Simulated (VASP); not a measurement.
Set up this calculation in VASP 6.6.1, as the native input.

| Property | Result |
| --- | --- |
| Task | relaxation of cell and atoms |
| Functional | r2SCAN |
| Potentials or basis | VASP PAW PBE potentials, release 64 (Sr_sv, Ti_sv, O) |
| Cutoff | 600 eV |
| k mesh | 6 × 6 × 6 |
| Occupations | gaussian, width 0.02 eV |
| Spin | no spin polarisation |
| Hubbard terms | Ti d U = 4.0 eV |
| Dipole correction | no |
| Further INCAR settings | ALGO = Normal; EDIFF = 1e-06; IBRION = 2; EDIFFG = -0.005; NSW = 100; ISIF = 3 |

Crystal: SrTiO3.

```xyz
5
Lattice="3.9127 0.0000 0.0000 0.0000 3.9127 0.0000 0.0000 0.0000 3.9127" Properties=species:S:1:pos:R:3 pbc="T T T"
Sr    0.0000    0.0000    0.0000
Ti    1.9564    1.9564    1.9564
O     1.9564    0.0000    1.9564
O     1.9564    1.9564    0.0000
O     0.0000    1.9564    1.9564
```

The input as run:

POSCAR

```
SrTiO3
1.0
    3.9127013100      0.0000000000      0.0000000000
    0.0000000000      3.9127013100      0.0000000000
    0.0000000000      0.0000000000      3.9127013100
Sr Ti O
1 1 3
Direct
    0.0000000000      0.0000000000      0.0000000000
    0.5000000000      0.5000000000      0.5000000000
    0.5000000000      0.0000000000      0.5000000000
    0.5000000000      0.5000000000      0.0000000000
    0.0000000000      0.5000000000      0.5000000000
```

INCAR.step1

```
SYSTEM = SrTiO3
PREC = Accurate
ENCUT = 600
ISMEAR = 0
SIGMA = 0.02
LREAL = .False.
LASPH = .True.
NELM = 150
LMAXMIX = 4
LDAU = .True.
LDAUTYPE = 2
LDAUL = -1 2 -1
LDAUU = 0 4 0
LDAUJ = 0 0 0
GGA = PE
ALGO = Normal
EDIFF = 1E-4
LWAVE = .True.
LCHARG = .False.
```

INCAR.step2

```
SYSTEM = SrTiO3
PREC = Accurate
ENCUT = 600
EDIFF = 1E-6
ISMEAR = 0
SIGMA = 0.02
LREAL = .False.
LASPH = .True.
NELM = 150
ALGO = Normal
ISIF = 3
LWAVE = .False.
LCHARG = .False.
LMAXMIX = 4
LDAU = .True.
LDAUTYPE = 2
LDAUL = -1 2 -1
LDAUU = 0 4 0
LDAUJ = 0 0 0
LDAUPRINT = 1
METAGGA = R2SCAN
LMIXTAU = .True.
IBRION = 2
NSW = 100
EDIFFG = -0.005
ISTART = 1
```

KPOINTS

```
regular mesh
0
Gamma
  6 6 6
  0 0 0
```

Potentials or basis: VASP PAW PBE potentials, release 64 (Sr_sv, Ti_sv, O).

Run with:

```console
$ cat potpaw_PBE.64/Sr_sv/POTCAR potpaw_PBE.64/Ti_sv/POTCAR potpaw_PBE.64/O/POTCAR > POTCAR
$ cp INCAR.step1 INCAR
$ mpirun -np 1 vasp_std > vasp.out
$ cp INCAR.step2 INCAR
$ mpirun -np 1 vasp_std > vasp.out
```

It gave:

| Quantity | Value |
| --- | --- |
| Relaxed volume | 12.22 Å³/atom |
| Relaxed cell | a = 3.939 Å, b = 3.939 Å, c = 3.939 Å, α = 90.00°, β = 90.00°, γ = 90.00° |
| Space group after relaxing (to 0.1 Å) | Pm-3m (No. 221) |
| Energy gained by relaxing | 2.8 meV/atom |
| Ionic steps | 3 |
| Pressure after relaxing | 0.0 GPa |
| Band gap on the k mesh | 2.80 eV (least direct gap 3.25 eV) |

Caveat: the PAW data sets were made with another functional, which shifts forces and pressure a little.

Wall time 5.9 min on 1 thread of Intel Xeon 8259CL (shared host), peak memory 0.2 GiB.
